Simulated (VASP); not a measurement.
# TiC: relaxation of cell and atoms with PBEsol

The system is TiC.

```
Ti C
1.0
     0.00000    2.15930    2.15930
     2.15930    0.00000    2.15930
     2.15930    2.15930    0.00000
Ti C
1 1
Direct
  0.00000 0.00000 0.00000
  0.50000 0.50000 0.50000
```

```
Program                : VASP 6.6.1
Task                   : relaxation of cell and atoms
Functional             : PBEsol
Potentials or basis    : VASP PAW PBE potentials, release 64 (Ti_sv, C)
Cutoff                 : 600 eV
k mesh                 : 13 × 13 × 13
Occupations            : gaussian, width 0.15 eV
Spin                   : no spin polarisation
Target pressure        : 30 GPa
Dipole correction      : no
Further INCAR settings : ALGO = Normal; EDIFF = 1e-06; IBRION = 2; EDIFFG = -0.01; NSW = 80; ISIF = 3
```

- Relaxed volume: 9.01 Å³/atom
- Relaxed cell: a = 2.943 Å, b = 2.943 Å, c = 2.943 Å, α = 60.00°, β = 60.00°, γ = 60.00°
- Space group after relaxing (to 0.05 Å): Fm-3m (No. 225)
- Energy change on relaxing (the enthalpy is what falls): +74.4 meV/atom
- Ionic steps: 7
- Pressure after relaxing: 30.0 GPa
- Band gap on the k mesh: zero (band 8 reaches 11.46 eV, above the bottom of band 9 at 10.35 eV)

Step by step:
```
step  energy change (eV)  largest force (eV/Å)  pressure (GPa)  volume (Å³)
   1              0.0000                0.0000           -4.40        20.14
   2              1.9690                0.0000          153.37        14.47
   3              0.1222                0.0000           26.89        18.17
   4              0.1437                0.0000           29.39        18.05
   5              0.1511                0.0000           30.31        18.01
   6              0.1438                0.0000           29.36        18.05
   7              0.1487                0.0000           30.02        18.02
```

Final structure:
```xyz
2
Lattice="0.0000 2.0809 2.0809 2.0809 0.0000 2.0809 2.0809 2.0809 0.0000" Properties=species:S:1:pos:R:3 pbc="T T T"
Ti    0.0000    0.0000    0.0000
C     2.0809    2.0809    2.0809
```

Levels at points of the mesh, in eV from the Fermi level:
| k point | band 5 | band 6 | band 7 | band 8 | band 9 | band 10 | band 11 | band 12 |
| --- | --- | --- | --- | --- | --- | --- | --- | --- |
| (0.00, 0.00, 0.00) | -12.93 | 0.68 | 0.68 | 0.68 | 1.85 | 1.85 | 1.85 | 1.97 |

Wall time 70 s on 1 thread of Intel(R) Xeon(R) Platinum 8375C CPU @ 2.90GHz (Ice Lake), with other jobs on the host, peak memory 0.17 GiB.

Caveat: the cell is relaxed towards a set pressure, so the enthalpy falls and the energy may rise; the PAW data sets were made with another functional, which shifts forces and pressure a little.
